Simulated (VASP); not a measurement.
Wanted: the native input for a VASP 6.6.1 run.

| Item | Value |
| --- | --- |
| Task | single point |
| Functional | PBEsol |
| Potentials or basis | VASP PAW PBE potentials, release 64 (Ti_sv) |
| Cutoff | 520 eV |
| k mesh | 18 × 18 × 10 |
| Occupations | gaussian, width 0.15 eV |
| Spin | no spin polarisation |
| Dipole correction | no |
| Further INCAR settings | ALGO = Fast; EDIFF = 1e-06; NBANDS = 19 |

The structure of Ti lies in POSCAR:

```
Ti
1.0
    2.9499978604      0.0000000000      0.0000000000
   -1.4749989302      2.5547730882      0.0000000000
    0.0000000000      0.0000000000      4.8500100000
Ti
2
Direct
    0.3333333333      0.6666666667      0.2500000000
    0.6666666667      0.3333333333      0.7500000000
```

This cell differs from its parent crystal: strain +0.0350 x Voigt [0, 0, 1, 0, 0, 0].

These files were run (other wordings do the same):

INCAR

```
SYSTEM = Ti
PREC = Accurate
ENCUT = 520
EDIFF = 1E-6
ISMEAR = 0
SIGMA = 0.15
LREAL = .False.
LASPH = .True.
NELM = 100
ALGO = Fast
ISIF = 2
LWAVE = .False.
LCHARG = .False.
GGA = PS
NBANDS = 19
```

KPOINTS

```
regular mesh
0
Gamma
  18 18 10
  0 0 0
```

Potentials or basis: VASP PAW PBE potentials, release 64 (Ti_sv).

Command:

```bash
$ cat potpaw_PBE.64/Ti_sv/POTCAR > POTCAR
$ mpirun -np 1 vasp_std > vasp.out
```

Results of the run:

```
Pressure               : -9.2 GPa
Band gap on the k mesh : zero (bands 12 and 13 overlap by 0.97 eV)
```

Caveat: the cell differs from its parent crystal (strain +0.0350 x Voigt [0, 0, 1, 0, 0, 0]); the cell stands under tension; the PAW data sets were made with another functional, which shifts forces and pressure a little.

Wall time 8.5 min on 1 thread of Intel Xeon 8259CL, on a shared host, peak memory 0.25 GiB.
